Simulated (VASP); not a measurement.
# AlNi (R3m) in VASP: notebook, part 2 of 2

VASP 6.6.1. The steps go on from the part before.

### Step 5. Single point, PBEsol

Input file INCAR:

```
SYSTEM = AlNi
PREC = Accurate ; ENCUT = 520
EDIFF = 1E-7 ; ISMEAR = 0
SIGMA = 0.15 ; LREAL = .False.
LASPH = .True. ; NELM = 60
ALGO = Fast ; ISIF = 2
LWAVE = .False. ; LCHARG = .False.
GGA = PS ; NBANDS = 14
```

Input file KPOINTS:

```
regular mesh
0
Gamma
  20 20 20
  0 0 0
```

Input file POSCAR:

```
AlNi
1.0
    2.8621655516      0.0000000000      0.0000000000
    0.0000000000      2.8621655516      0.0000000000
    0.0000000000      0.0000000000      2.8621655516
Al Ni
1 1
Direct
    0.0000000000      0.0000000000      0.0000000000
    0.4747852518      0.4747852518      0.4747852518
```

Potentials or basis: VASP PAW PBE potentials, release 64 (Al, Ni).

The run is started by

```
$ cat potpaw_PBE.64/Al/POTCAR potpaw_PBE.64/Ni/POTCAR > POTCAR
$ mpirun -np 1 vasp_std > vasp.out
```

OUTCAR:

```text
SYSTEM = AlNi
   PREC = Accurate
   ENCUT = 520
   EDIFF = 1E-7
   ISMEAR = 0
   LREAL = .False.
   LASPH = .True.
   NELM = 60
   ISIF = 2
   GGA = PS

 ion  position               nearest neighbor table
   1  0.000  0.000  0.000-   2 2.35   2 2.44   2 2.44   2 2.44   2 2.52   2 2.52   2 2.52   2 2.60

   2  0.475  0.475  0.475-   1 2.35   1 2.44   1 2.44   1 2.44   1 2.52   1 2.52   1 2.52   1 2.60

  LATTYP: Found a simple cubic cell.
 ALAT       =     2.8621655516

  Lattice vectors:

 A1 = (   2.8621655516,   0.0000000000,   0.0000000000)
 A2 = (   0.0000000000,   2.8621655516,   0.0000000000)
 A3 = (   0.0000000000,   0.0000000000,   2.8621655516)

Analysis of symmetry for initial positions (statically):
=====================================================================
 Subroutine PRICEL returns:
 Original cell was already a primitive cell.

 Routine SETGRP: Setting up the symmetry group for a
 simple cubic supercell.

 Subroutine GETGRP returns: Found  6 space group operations
 (whereof  6 operations were pure point group operations)
 out of a pool of 48 trial point group operations.

The static configuration has the point symmetry C_3v.

Analysis of symmetry for dynamics (positions and initial velocities):
=====================================================================
 Subroutine PRICEL returns:
 Original cell was already a primitive cell.

 Routine SETGRP: Setting up the symmetry group for a
 simple cubic supercell.

 Subroutine GETGRP returns: Found  6 space group operations
 (whereof  6 operations were pure point group operations)
 out of a pool of 48 trial point group operations.

The dynamic configuration has the point symmetry C_3v.

 Subroutine INISYM returns: Found  6 space group operations
 (whereof  6 operations are pure point group operations),
 and found     1 'primitive' translations

----------------------------------------------------------------------------------------

                                     Primitive cell

  volume of cell :      23.4468

  direct lattice vectors                    reciprocal lattice vectors
     2.862165552  0.000000000  0.000000000     0.349385800  0.000000000  0.000000000
     0.000000000  2.862165552  0.000000000     0.000000000  0.349385800  0.000000000
     0.000000000  0.000000000  2.862165552     0.000000000  0.000000000  0.349385800

  length of vectors
     2.862165552  2.862165552  2.862165552     0.349385800  0.349385800  0.349385800

  position of ions in fractional coordinates (direct lattice)
     0.000000000  0.000000000  0.000000000
     0.474785252  0.474785252  0.474785252

  ion indices of the primitive-cell ions
   primitive index   ion index
                 1           1
                 2           2

----------------------------------------------------------------------------------------

 KPOINTS: regular mesh

Automatic generation of k-mesh.
 Grid dimensions read from file:
 generate k-points for:   20   20   20

 Generating k-lattice:

  Cartesian coordinates                     Fractional coordinates (reciprocal lattice)
[... 42 lines left out ...]
   k-points           NKPTS =    781   k-points in BZ     NKDIM =    781   number of bands    NBANDS=     14
   number of dos      NEDOS =    301   number of ions     NIONS =      2
   total plane-waves  NPLWV =  13824
   dimension x,y,z NGX =    24 NGY =   24 NGZ =   24
   dimension x,y,z NGXF=    48 NGYF=   48 NGZF=   48
   ions per type =               1   1
   NGX,Y,Z   is equivalent  to a cutoff of  13.94, 13.94, 13.94 a.u.
   NGXF,Y,Z  is equivalent  to a cutoff of  27.88, 27.88, 27.88 a.u.
 SYSTEM =  AlNi
   PREC   = accura    normal or accurate (medium, high low for compatibility)
   ISTART =      0    job   : 0-new  1-cont  2-samecut
   ICHARG =      2    charge: 1-file 2-atom 10-const
   ISPIN  =      1    spin polarized calculation?
   LNONCOLLINEAR =      F non collinear calculations
   LSORBIT =      F    spin-orbit coupling
   LASPH  =      T    aspherical Exc in radial PAW
   ENCUT  =  520.0 eV  38.22 Ry    6.18 a.u.   5.32  5.32  5.32*2*pi/ulx,y,z
   NELM   =     60;   NELMIN=  2; NELMDL= -5     # of ELM steps
   EDIFF  = 0.1E-06   stopping-criterion for ELM
   LREAL  =      F    real-space projection
   EDIFFG = 0.1E-05   stopping-criterion for IOM
   NSW    =      0    number of steps for IOM
   IBRION =     -1    ionic relax: 0-MD 1-quasi-New 2-CG
   NFREE  =      0    steps in history (QN), initial steepest desc. (CG)
   ISIF   =      2    stress and relaxation
   ISYM   =      2    0-nonsym 1-usesym 2-fastsym
   POTIM  = 0.5000    time-step for ionic-motion
   TEBEG  =    0.0;   TEEND  =   0.0 temperature during run
   PSTRESS=    0.0 pullay stress
   NELECT =      13.0000    total number of electrons
   NUPDOWN=      -1.0000    fix difference up-down
   EMIN   =  10.00;   EMAX   =-10.00  energy-range for DOS
   EFERMI =   0.00;   METHOD = LEGACY
   ISMEAR =     0;   SIGMA  =   0.15  broadening in eV -4-tet -1-fermi 0-gaus
   EFERMI_NEDOS =   21; number of points for ismear=-14 and -15
   IALGO  =     68    algorithm
   IMIX   =      4    mixing-type and parameters
     AMIX     =   0.40;   BMIX     =  1.00
     AMIX_MAG =   1.60;   BMIX_MAG =  1.00
  volume/ion in A,a.u.               =      11.72        79.11
  Fermi-wavevector in a.u.,A,eV,Ry     =   1.344914  2.541519 24.610134  1.808794
  Thomas-Fermi vector in A             =   2.472869
   LORBIT       =      0    0 simple, 1 ext, 2 COOP (PROOUT), +10 PAW based schemes
   GGA     = PS    functional components
   LHFCALC =     F    Hartree Fock is set to
   AEXX    =    0.0000 exact exchange contribution
   IVDW    =     0    specifies the selected vdW correction
   LEPSILON=     F    determine dielectric tensor
   LRPA    =     F    only Hartree local field effects (RPA)
 non-spin polarized calculation
 RMM-DIIS sequential band-by-band and
 Gauss-broadening in eV      SIGMA  =   0.15
  energy-cutoff  :      520.00
  volume of cell :       23.45
 maximum number of plane-waves:       655
 NGX is ok and might be reduce to    24
   NGX = 11   NGY = 11   NGZ = 11

 number of electron      13.0000003 magnetization

 Free energy of the ion-electron system (eV)
  ---------------------------------------------------
  ext. energy  EPLUGINS =         0.00000000
  ---------------------------------------------------
  free energy    TOTEN  =       -11.54085896 eV

  energy without entropy =      -11.53111228  energy(sigma->0) =      -11.53598562

 E-fermi :  10.1501     XC(G=0): -12.2578

 val. band max:       10.1455459410   @ k =   0.4000   0.4000   0.2000
 cond. band min:      10.1511492627   @ k =   0.3500   0.2500   0.0000
 fundamental gap:      0.0056033218
 Fermi energy:        10.1500890659

 k-point     1 :       0.0000    0.0000    0.0000
  band No.  band energies     occupation
      1      -1.1155      2.00000
      2       6.8069      2.00000
      3       6.8069      2.00000
      4       8.5434      2.00000
      5       8.5672      2.00000
      6       8.5672      2.00000
      7      15.7307      0.00000
      8      15.7307      0.00000
      9      15.7737      0.00000
     10      18.3916      0.00000
     11      18.3916      0.00000
     12      24.1288      0.00000
     13      31.1403      0.00000
     14      31.1463      0.00000
[... 377 lines left out ...]
      1       1.1458      2.00000
      2       5.5068      2.00000
      3       7.1922      2.00000
      4       7.9487      2.00000
      5       7.9766      2.00000
      6       8.6129      2.00000
      7       9.9010      1.98116
      8      17.4317      0.00000
      9      18.4385      0.00000
     10      19.1405      0.00000
     11      22.9381      0.00000
     12      23.5146      0.00000
     13      23.8937      0.00000
     14      26.9567      0.00000

 [... further k-points ...]

------------------------ aborting loop because EDIFF is reached ----------------------------------------

  FORCE on cell =-STRESS in cart. coord.  units (eV):
  Direction    XX          YY          ZZ          XY          YZ          ZX
  --------------------------------------------------------------------------------------
  -------------------------------------------------------------------------------------
  Total        0.2071709      0.2071709      0.2071709      0.1188915      0.1188915      0.1188915
  in kB       14.1564726     14.1564726     14.1564726      8.1241327      8.1241327      8.1241327
  external PRESSURE =      14.1564726 kB  Pullay stress =       0.0000000 kB

 VOLUME and BASIS-vectors are now :
 -----------------------------------------------------------------------------
  energy-cutoff  :      520.00
  volume of cell :       23.45
      direct lattice vectors                 reciprocal lattice vectors
     2.862165552  0.000000000  0.000000000     0.349385800  0.000000000  0.000000000
     0.000000000  2.862165552  0.000000000     0.000000000  0.349385800  0.000000000
     0.000000000  0.000000000  2.862165552     0.000000000  0.000000000  0.349385800

 POSITION                                       TOTAL-FORCE (eV/Angst)
 -----------------------------------------------------------------------------------
      0.00000      0.00000      0.00000        -0.467238     -0.467238     -0.467238
      1.35891      1.35891      1.35891         0.467238      0.467238      0.467238
 -----------------------------------------------------------------------------------
    total drift:                                0.000371      0.000371      0.000357

  FREE ENERGIE OF THE ION-ELECTRON SYSTEM (eV)
  ---------------------------------------------------
  free  energy   TOTEN  =       -11.5408589563 eV

  energy  without entropy=      -11.5311122810  energy(sigma->0) =      -11.53598562
```

stdout:

```text
POSCAR found type information on POSCAR AlNi
 POSCAR found :  2 types and       2 ions
 scaLAPACK will be used
 -----------------------------------------------------------------------------
|                                                                             |
|                                                                             |
|     You enforced a specific xc type in the INCAR file but a different       |
|     I HOPE YOU KNOW WHAT YOU ARE DOING!                                     |
|                                                                             |
 -----------------------------------------------------------------------------

 LDA part: xc-table for (Slater+PW92), standard interpolation
 POSCAR, INCAR and KPOINTS ok, starting setup
 FFT: planning ... GRIDC
 FFT: planning ... GRID_SOFT
 FFT: planning ... GRID
 WAVECAR not read
 entering main loop
WARNING in EDDRMM: call to ZHEGV failed, returncode =   8  4     13
WARNING in EDDRMM: call to ZHEGV failed, returncode =   8  4     14
WARNING in EDDRMM: call to ZHEGV failed, returncode =   8  4     13
WARNING in EDDRMM: call to ZHEGV failed, returncode =   8  4     14
```

Wall time 1.7 min (1 thread of Intel Xeon 6975P-C (Granite Rapids), shared host); peak memory 0.36 GiB.

What came out:

* Free energy: -11.5409 eV
* Pressure: 1.4 GPa
* Largest force: 0.809 eV/Å

Forces on the atoms (eV/Å):
```
Al  -0.467 -0.467 -0.467
Ni   0.467  0.467  0.467
```

Caveat: the cell differs from its parent crystal (all Ni atoms moved +0.125 Å, as atom 2 towards its neighbour atom 1 (Al) at 2.479 Å); the PAW data sets were made with another functional, which shifts forces and pressure a little. Spin polarisation is off, so any magnetic state and its effect on volume and gap are missing.

### Step 6. Single point, PBEsol

Edit INCAR of step 5 so:

```diff
@@ -2,3 +2,3 @@
 PREC = Accurate ; ENCUT = 520
-EDIFF = 1E-7 ; ISMEAR = 0
+EDIFF = 1E-6 ; ISMEAR = 0
 SIGMA = 0.15 ; LREAL = .False.
```

Input file KPOINTS:

```
Automatic mesh
0
Gamma
  20 20 20
  0 0 0
```

Edit POSCAR of step 5 so:

```diff
@@ -9,2 +9,2 @@
     0.0000000000      0.0000000000      0.0000000000
-    0.4747852518      0.4747852518      0.4747852518
+    0.4117483814      0.4117483814      0.4117483814
```

Potentials or basis: VASP PAW PBE potentials, release 64 (Al, Ni).

The run is started by

```
$ cat potpaw_PBE.64/Al/POTCAR potpaw_PBE.64/Ni/POTCAR > POTCAR
$ mpirun -np 1 vasp_std > vasp.out
```

It took 1.9 min on 1 thread of Intel Xeon 6975P-C (Granite Rapids), shared host; peak memory 0.36 GiB.

The run converged. Its results:

```yaml
Free_energy: -10.8523 eV
Pressure: 15.1 GPa
Largest_force: 4.068 eV/Å
```

Forces in eV/Å, atoms in the order of the input:
```
Al  -2.349 -2.349 -2.349
Ni   2.349  2.349  2.349
```

Stress tensor (GPa, compression positive):
```
15.09 11.38 11.38
11.38 15.09 11.38
11.38 11.38 15.09
```

Levels at points of the mesh, in eV from the Fermi level:
| k point | band 2 | band 3 | band 4 | band 5 | band 6 | band 7 | band 8 | band 9 | band 10 | band 11 |
| --- | --- | --- | --- | --- | --- | --- | --- | --- | --- | --- |
| (0.00, 0.00, 0.00) | -3.51 | -3.51 | -1.90 | -1.63 | -1.63 | 5.56 | 5.56 | 6.11 | 8.54 | 8.54 |
| (0.50, 0.00, 0.00) | -6.59 | -3.07 | -2.47 | -2.37 | -1.63 | -0.75 | 8.68 | 10.14 | 10.18 | 10.96 |
| (0.50, 0.50, 0.00) | -3.86 | -3.03 | -2.67 | -2.10 | -2.00 | -1.15 | 1.44 | 2.48 | 12.93 | 14.23 |
| (0.50, 0.50, 0.50) | -4.20 | -4.20 | -1.12 | -1.12 | 1.59 | 1.85 | 1.85 | 3.47 | 4.78 | 4.78 |

Caveat: the cell differs from its parent crystal (all Ni atoms moved +0.438 Å, as atom 2 towards its neighbour atom 1 (Al) at 2.479 Å); the PAW data sets were made with another functional, which shifts forces and pressure a little.
